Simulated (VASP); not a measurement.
# CaSe (Fm-3m) in VASP: a series of runs

Runs on CaSe. Level: PBE. Tasks: equation of state.

All numbers are computed with VASP 6.6.1; they aren't measurements. Logs are shortened: lines on timing, memory, paths and dates and some standing lists are left out, and cuts for length are marked.

### 1 The cell of the first run

The structure is cubic, space group Fm-3m (No. 225). Conventional cell: a = 5.912 Å, b = 5.912 Å, c = 5.912 Å, α = 90.00°, β = 90.00°, γ = 90.00°. Within 3.9 Å of Se (site symmetry m-3m) lie 6 Ca at 2.96 Å. Within 3.9 Å of Ca (site symmetry m-3m) lie 6 Se at 2.96 Å.

### 2 Equation of state, PBE

The input, POSCAR.step1:

```
CaSe
1.0
    0.0000000000      2.8749725703      2.8749725703
    2.8749725703      0.0000000000      2.8749725703
    2.8749725703      2.8749725703      0.0000000000
Se Ca
1 1
Direct
    0.5000000000      0.5000000000      0.5000000000
    0.0000000000      0.0000000000      0.0000000000
```

The input, POSCAR.step2:

```
CaSe
1.0
    0.0000000000      2.9160491567      2.9160491567
    2.9160491567      0.0000000000      2.9160491567
    2.9160491567      2.9160491567      0.0000000000
Se Ca
1 1
Direct
    0.5000000000      0.5000000000      0.5000000000
    0.0000000000      0.0000000000      0.0000000000
```

The input, POSCAR.step3:

```
CaSe
1.0
    0.0000000000      2.9560000000      2.9560000000
    2.9560000000      0.0000000000      2.9560000000
    2.9560000000      2.9560000000      0.0000000000
Se Ca
1 1
Direct
    0.5000000000      0.5000000000      0.5000000000
    0.0000000000      0.0000000000      0.0000000000
```

The input, POSCAR.step4:

```
CaSe
1.0
    0.0000000000      2.9948991977      2.9948991977
    2.9948991977      0.0000000000      2.9948991977
    2.9948991977      2.9948991977      0.0000000000
Se Ca
1 1
Direct
    0.5000000000      0.5000000000      0.5000000000
    0.0000000000      0.0000000000      0.0000000000
```

The input, POSCAR.step5:

```
CaSe
1.0
    0.0000000000      3.0328133390      3.0328133390
    3.0328133390      0.0000000000      3.0328133390
    3.0328133390      3.0328133390      0.0000000000
Se Ca
1 1
Direct
    0.5000000000      0.5000000000      0.5000000000
    0.0000000000      0.0000000000      0.0000000000
```

The input, INCAR:

```
GGA      = PE             # functional
ISMEAR   = 0              # smearing method
SIGMA    = 0.03           # smearing width, eV
LWAVE    = F              # write WAVECAR
LCHARG   = F              # write CHGCAR
ISIF     = 2              # what is computed and relaxed
NSW      = 0              # ionic steps
PREC     = Accurate       # precision mode
LASPH    = T              # aspherical terms in the spheres
LREAL    = F              # projectors in reciprocal space
ALGO     = Normal         # electronic algorithm
EDIFF    = 1E-6           # SCF threshold, eV
NELM     = 120            # most SCF steps
GGA_COMPAT= F            
ENCUT    = 340            # plane-wave cutoff, eV
EFERMI   = MIDGAP
```

The input, KPOINTS:

```
Automatic mesh
0
Gamma
  7 7 7
  0 0 0
```

Potentials or basis: VASP PAW PBE potentials, release 64 (Se, Ca_sv).

Started as:

```bash
> cat potpaw_PBE.64/Se/POTCAR potpaw_PBE.64/Ca_sv/POTCAR > POTCAR
> cp POSCAR.step1 POSCAR
> mpirun -np 1 vasp_std > vasp.out
> cp POSCAR.step2 POSCAR
> mpirun -np 1 vasp_std > vasp.out
> cp POSCAR.step3 POSCAR
> mpirun -np 1 vasp_std > vasp.out
> cp POSCAR.step4 POSCAR
> mpirun -np 1 vasp_std > vasp.out
> cp POSCAR.step5 POSCAR
> mpirun -np 1 vasp_std > vasp.out
```

OUTCAR:

```text
GGA = PE
   ISMEAR = 0
   ISIF = 2
   NSW = 0
   PREC = Accurate
   LASPH = T
   LREAL = F
   EDIFF = 1E-6
   NELM = 120
   ENCUT = 340
   EFERMI = MIDGAP

 Found     20 irreducible k-points:

 Following reciprocal coordinates:
            Coordinates               Weight
  0.000000  0.000000  0.000000      1.000000
  0.142857  0.000000  0.000000      8.000000
  0.285714  0.000000  0.000000      8.000000
  0.428571  0.000000  0.000000      8.000000
  0.142857  0.142857  0.000000      6.000000
  0.285714  0.142857  0.000000     24.000000
   k-points           NKPTS =     20   k-points in BZ     NKDIM =     20   number of bands    NBANDS=     12
   number of dos      NEDOS =    301   number of ions     NIONS =      2
   total plane-waves  NPLWV =  21952
   dimension x,y,z NGX =    28 NGY =   28 NGZ =   28
   dimension x,y,z NGXF=    56 NGYF=   56 NGZF=   56
   ions per type =               1   1
   NGX,Y,Z   is equivalent  to a cutoff of  10.85, 10.85, 10.85 a.u.
   NGXF,Y,Z  is equivalent  to a cutoff of  21.71, 21.71, 21.71 a.u.
 SYSTEM =  unknown system
   PREC   = accura    normal or accurate (medium, high low for compatibility)
   ISTART =      0    job   : 0-new  1-cont  2-samecut
   ICHARG =      2    charge: 1-file 2-atom 10-const
   ISPIN  =      1    spin polarized calculation?
   LNONCOLLINEAR =      F non collinear calculations
   LSORBIT =      F    spin-orbit coupling
   LASPH  =      T    aspherical Exc in radial PAW
   ENCUT  =  340.0 eV  24.99 Ry    5.00 a.u.   6.45  6.45  6.45*2*pi/ulx,y,z
   NELM   =    120;   NELMIN=  2; NELMDL=  0     # of ELM steps
   EDIFF  = 0.1E-05   stopping-criterion for ELM
   LREAL  =      F    real-space projection
   EDIFFG = 0.1E-04   stopping-criterion for IOM
   NSW    =      0    number of steps for IOM
   IBRION =     -1    ionic relax: 0-MD 1-quasi-New 2-CG
   NFREE  =      0    steps in history (QN), initial steepest desc. (CG)
   ISIF   =      2    stress and relaxation
   ISYM   =      2    0-nonsym 1-usesym 2-fastsym
   POTIM  = 0.5000    time-step for ionic-motion
   TEBEG  =    0.0;   TEEND  =   0.0 temperature during run

   SCALEE = 1.0000    scale energy and forces
   PSTRESS=    0.0 pullay stress
   NELECT =      16.0000    total number of electrons
   NUPDOWN=      -1.0000    fix difference up-down
   EMIN   =  10.00;   EMAX   =-10.00  energy-range for DOS
   EFERMI =   0.00;   METHOD = MIDGAP
   ISMEAR =     0;   SIGMA  =   0.03  broadening in eV -4-tet -1-fermi 0-gaus
   EFERMI_NEDOS =   21; number of points for ismear=-14 and -15
   IALGO  =     38    algorithm
   IMIX   =      4    mixing-type and parameters
     AMIX     =   0.40;   BMIX     =  1.00
     AMIX_MAG =   1.60;   BMIX_MAG =  1.00
  volume/ion in A,a.u.               =      27.90       188.25
  Fermi-wavevector in a.u.,A,eV,Ry     =   1.079591  2.040131 15.857810  1.165516
  Thomas-Fermi vector in A             =   2.215560
   LORBIT       =      0    0 simple, 1 ext, 2 COOP (PROOUT), +10 PAW based schemes
   GGA     = PE    functional components
   LHFCALC =     F    Hartree Fock is set to
   AEXX    =    0.0000 exact exchange contribution
   IVDW    =     0    specifies the selected vdW correction
   LEPSILON=     F    determine dielectric tensor
   LRPA    =     F    only Hartree local field effects (RPA)

   CSHIFT  =0.1000    complex shift for real part using Kramers Kronig

   OMEGAMAX=  -1.0    maximum frequency
 non-spin polarized calculation
 Gauss-broadening in eV      SIGMA  =   0.03
  energy-cutoff  :      340.00
  volume of cell :       55.79
 maximum number of plane-waves:       821
 NGX is ok and might be reduce to    28
   NGX = 13   NGY = 13   NGZ = 13

 number of electron      15.9999993 magnetization

 Free energy of the ion-electron system (eV)
  ---------------------------------------------------
  ext. energy  EPLUGINS =         0.00000000
  ---------------------------------------------------
  free energy    TOTEN  =        -9.47028956 eV

  energy without entropy =       -9.47028956  energy(sigma->0) =       -9.47028956

 E-fermi :   3.0693     XC(G=0):  -8.8419

 val. band max:        1.9485405957   @ k =   0.0000   0.0000   0.0000
 cond. band min:       4.1901111765   @ k =   0.4286   0.4286   0.0000
 fundamental gap:      2.2415705808
 Fermi energy:         3.0693258861

 k-point     1 :       0.0000    0.0000    0.0000
  band No.  band energies     occupation
      1     -38.0384      2.00000
      2     -19.0192      2.00000
      3     -19.0192      2.00000
      4     -19.0192      2.00000
      5      -9.6031      2.00000
      6       1.9485      2.00000
      7       1.9485      2.00000
      8       1.9485      2.00000
      9       4.9035      0.00000
     10       5.6647      0.00000
     11       5.6647      0.00000
     12       5.6647      0.00000

 k-point     2 :       0.1429    0.0000    0.0000
  band No.  band energies     occupation
      1     -38.0375      2.00000
      2     -19.0343      2.00000
      3     -19.0202      2.00000
      4     -19.0202      2.00000
      5      -9.5048      2.00000
      6       1.0709      2.00000
      7       1.6906      2.00000
      8       1.6906      2.00000
      9       5.4365      0.00000
     10       5.9073      0.00000
     11       5.9073      0.00000
     12       6.1712      0.00000

 k-point     3 :       0.2857    0.0000    0.0000
  band No.  band energies     occupation
      1     -38.0357      2.00000
      2     -19.0679      2.00000
      3     -19.0228      2.00000
      4     -19.0228      2.00000
      5      -9.2711      2.00000
      6      -0.1865      2.00000
      7       1.2339      2.00000
      8       1.2339      2.00000
      9       5.6733      0.00000
     10       6.4872      0.00000
     11       6.4872      0.00000
     12       7.5397      0.00000

 k-point     4 :       0.4286    0.0000    0.0000
  band No.  band energies     occupation
      1     -38.0342      2.00000
      2     -19.0944      2.00000
      3     -19.0248      2.00000
      4     -19.0248      2.00000
      5      -9.0682      2.00000
      6      -0.9560      2.00000
      7       0.9397      2.00000
      8       0.9397      2.00000
      9       6.1630      0.00000
     10       7.1342      0.00000
     11       7.1342      0.00000
     12       7.4152      0.00000

 k-point     5 :       0.1429    0.1429    0.0000
  band No.  band energies     occupation
      1     -38.0373      2.00000
      2     -19.0329      2.00000
      3     -19.0236      2.00000
      4     -19.0236      2.00000
      5      -9.4794      2.00000
      6       0.8634      2.00000
      7       1.6934      2.00000
      8       1.6934      2.00000
      9       5.2856      0.00000
     10       5.6145      0.00000
     11       6.2768      0.00000
     12       6.2771      0.00000

 k-point     6 :       0.2857    0.1429    0.0000
  band No.  band energies     occupation
      1     -38.0357      2.00000
      2     -19.0570      2.00000
      3     -19.0275      2.00000
      4     -19.0259      2.00000
      5      -9.3087      2.00000
      6       0.0487      2.00000
      7       1.2466      2.00000
      8       1.3689      2.00000
      9       5.2726      0.00000
     10       6.2754      0.00000
     11       6.6063      0.00000
     12       6.9872      0.00000

 [... further k-points ...]
[... 5 lines left out ...]
  --------------------------------------------------------------------------------------
  -------------------------------------------------------------------------------------
  Total       -0.7755828     -0.7755828     -0.7755828      0.0000000      0.0000000     -0.0000000
  in kB      -22.2726397    -22.2726397    -22.2726397      0.0000000      0.0000000     -0.0000000
  external PRESSURE =     -22.2726397 kB  Pullay stress =       0.0000000 kB

 VOLUME and BASIS-vectors are now :
 -----------------------------------------------------------------------------
  energy-cutoff  :      340.00
  volume of cell :       55.79
      direct lattice vectors                 reciprocal lattice vectors
     0.000000000  3.032813339  3.032813339    -0.164863427  0.164863427  0.164863427
     3.032813339  0.000000000  3.032813339     0.164863427 -0.164863427  0.164863427
     3.032813339  3.032813339  0.000000000     0.164863427  0.164863427 -0.164863427

 POSITION                                       TOTAL-FORCE (eV/Angst)
 -----------------------------------------------------------------------------------
      3.03281      3.03281      3.03281        -0.000000      0.000000      0.000000
      0.00000      0.00000      0.00000         0.000000      0.000000     -0.000000
 -----------------------------------------------------------------------------------
    total drift:                                0.000000      0.000000      0.000000

  FREE ENERGIE OF THE ION-ELECTRON SYSTEM (eV)
  ---------------------------------------------------
  free  energy   TOTEN  =        -9.4702895560 eV

  energy  without entropy=       -9.4702895560  energy(sigma->0) =       -9.47028956
```

OUTCAR.step1:

```text
GGA = PE
   ISMEAR = 0
   ISIF = 2
   NSW = 0
   PREC = Accurate
   LASPH = T
[... 208 lines left out ...]
      2.87497      2.87497      2.87497         0.000000      0.000000     -0.000000
      0.00000      0.00000      0.00000        -0.000000     -0.000000      0.000000
 -----------------------------------------------------------------------------------
    total drift:                                0.000000     -0.000000     -0.000000

  FREE ENERGIE OF THE ION-ELECTRON SYSTEM (eV)
  ---------------------------------------------------
  free  energy   TOTEN  =        -9.3839114830 eV

  energy  without entropy=       -9.3839114830  energy(sigma->0) =       -9.38391148
```

OUTCAR.step2:

```text
GGA = PE
   ISMEAR = 0
   ISIF = 2
   NSW = 0
   PREC = Accurate
   LASPH = T
[... 209 lines left out ...]
      2.91605      2.91605      2.91605         0.000000      0.000000      0.000000
      0.00000      0.00000      0.00000        -0.000000     -0.000000     -0.000000
 -----------------------------------------------------------------------------------
    total drift:                                0.000000      0.000000      0.000000

  FREE ENERGIE OF THE ION-ELECTRON SYSTEM (eV)
  ---------------------------------------------------
  free  energy   TOTEN  =        -9.4503246256 eV

  energy  without entropy=       -9.4503246256  energy(sigma->0) =       -9.45032463
```

It took 44 s on 1 thread of Intel Xeon Platinum 8259CL at 2.50GHz (Skylake/Cascade Lake), shared host; peak memory 0.15 GiB.

What came out:

```
Equilibrium volume                      : 26.55 Å³/atom
Bulk modulus                            : 48 GPa
Pressure derivative of the bulk modulus : 4.1 (rough: it moves with the points fitted)
```

Energy against volume, from the lowest point:
```tsv
volume (Å³/atom)	energy (meV/atom)
23.763	52.02
24.796	18.81
25.829	2.50
26.863	0.00
27.896	8.83
```

### 3 Equation of state, PBE

The input, POSCAR.step1:

```
CaSe
1.0
    0.0000000000      2.8645180323      2.8645180323
    2.8645180323      0.0000000000      2.8645180323
    2.8645180323      2.8645180323      0.0000000000
Se Ca
1 1
Direct
    0.5000000000      0.5000000000      0.5000000000
    0.0000000000      0.0000000000      0.0000000000
```

The input, POSCAR.step2:

```
CaSe
1.0
    0.0000000000      2.8956565374      2.8956565374
    2.8956565374      0.0000000000      2.8956565374
    2.8956565374      2.8956565374      0.0000000000
Se Ca
1 1
Direct
    0.5000000000      0.5000000000      0.5000000000
    0.0000000000      0.0000000000      0.0000000000
```

The input, POSCAR.step3:

```
CaSe
1.0
    0.0000000000      2.9261393726      2.9261393726
    2.9261393726      0.0000000000      2.9261393726
    2.9261393726      2.9261393726      0.0000000000
Se Ca
1 1
Direct
    0.5000000000      0.5000000000      0.5000000000
    0.0000000000      0.0000000000      0.0000000000
```

The input, POSCAR.step4:

```
CaSe
1.0
    0.0000000000      2.9560000000      2.9560000000
    2.9560000000      0.0000000000      2.9560000000
    2.9560000000      2.9560000000      0.0000000000
Se Ca
1 1
Direct
    0.5000000000      0.5000000000      0.5000000000
    0.0000000000      0.0000000000      0.0000000000
```

The input, POSCAR.step5:

```
CaSe
1.0
    0.0000000000      2.9852692303      2.9852692303
    2.9852692303      0.0000000000      2.9852692303
    2.9852692303      2.9852692303      0.0000000000
Se Ca
1 1
Direct
    0.5000000000      0.5000000000      0.5000000000
    0.0000000000      0.0000000000      0.0000000000
```

The input, POSCAR.step6:

```
CaSe
1.0
    0.0000000000      3.0139755031      3.0139755031
    3.0139755031      0.0000000000      3.0139755031
    3.0139755031      3.0139755031      0.0000000000
Se Ca
1 1
Direct
    0.5000000000      0.5000000000      0.5000000000
    0.0000000000      0.0000000000      0.0000000000
```

The input, POSCAR.step7:

```
CaSe
1.0
    0.0000000000      3.0421451312      3.0421451312
    3.0421451312      0.0000000000      3.0421451312
    3.0421451312      3.0421451312      0.0000000000
Se Ca
1 1
Direct
    0.5000000000      0.5000000000      0.5000000000
    0.0000000000      0.0000000000      0.0000000000
```

Changes to INCAR since step 2:

```diff
@@ -11,6 +11,6 @@
 ALGO     = Normal         # electronic algorithm
-EDIFF    = 1E-6           # SCF threshold, eV
+EDIFF    = 1E-7           # SCF threshold, eV
 NELM     = 120            # most SCF steps
 GGA_COMPAT= F            
-ENCUT    = 340            # plane-wave cutoff, eV
+ENCUT    = 700            # plane-wave cutoff, eV
 EFERMI   = MIDGAP
```

The input, KPOINTS:

```
Automatic mesh
0
Gamma
  10 10 10
  0 0 0
```

Potentials or basis: VASP PAW PBE potentials, release 64 (Se, Ca_sv).

Started as:

```bash
> cat potpaw_PBE.64/Se/POTCAR potpaw_PBE.64/Ca_sv/POTCAR > POTCAR
> cp POSCAR.step1 POSCAR
> mpirun -np 1 vasp_std > vasp.out
> cp POSCAR.step2 POSCAR
> mpirun -np 1 vasp_std > vasp.out
> cp POSCAR.step3 POSCAR
> mpirun -np 1 vasp_std > vasp.out
> cp POSCAR.step4 POSCAR
> mpirun -np 1 vasp_std > vasp.out
> cp POSCAR.step5 POSCAR
> mpirun -np 1 vasp_std > vasp.out
> cp POSCAR.step6 POSCAR
> mpirun -np 1 vasp_std > vasp.out
> cp POSCAR.step7 POSCAR
> mpirun -np 1 vasp_std > vasp.out
```

Run time: 3.9 min. Hardware: 1 thread of Intel Xeon Platinum 8259CL at 2.50GHz (Skylake/Cascade Lake), shared host; peak memory 0.27 GiB.

It converged, with:

```
Equilibrium volume                      : 26.54 Å³/atom
Bulk modulus                            : 48 GPa
Pressure derivative of the bulk modulus : 4.1
```

Energy against volume, from the lowest point:
| volume (Å³/atom) | energy (meV/atom) |
| --- | --- |
| 23.505 | 63.58 |
| 24.280 | 33.37 |
| 25.054 | 13.65 |
| 25.829 | 2.95 |
| 26.604 | 0.00 |
| 27.379 | 3.73 |
| 28.154 | 13.20 |
